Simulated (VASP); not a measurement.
HfC, 2 atoms in the cell. Symmetry: I4/mmm, No. 139, tetragonal system. Conventional cell: a = 3.321 Å, b = 3.321 Å, c = 4.650 Å, α = 90.00°, β = 90.00°, γ = 90.00°. Hf (site symmetry 4/mmm) has 6 C at 2.33 to 2.35 Å within 3.1 Å. Within 3.1 Å of C (site symmetry 4/mmm) lie 6 Hf at 2.33 to 2.35 Å.  This cell differs from its parent crystal: equal xx and yy strain of +1 %.

* Program: VASP 6.6.1
* Task: single point
* Functional: PBEsol
* Potentials or basis: VASP PAW PBE potentials, release 64 (Hf_pv, C)
* Cutoff: 520 eV
* k mesh: 15 × 15 × 15
* Occupations: fermi-dirac, width 0.05 eV
* Spin: no spin polarisation
* Dipole correction: no
* Further INCAR settings: ALGO = Normal; EDIFF = 1e-07; NBANDS = 14

Potentials or basis: VASP PAW PBE potentials, release 64 (Hf_pv, C).

Run with:

```sh
$ cat potpaw_PBE.64/Hf_pv/POTCAR potpaw_PBE.64/C/POTCAR > POTCAR
$ mpirun -np 1 vasp_std > vasp.out
```

Hardware: 1 thread of AMD EPYC 7R13 (shared host).

How long does it take, and how much memory?

Wall time 2.9 min on 1 thread of AMD EPYC 7R13, with other jobs on the host, peak memory 0.22 GiB. Counts: scf iterations 14, k points 288.
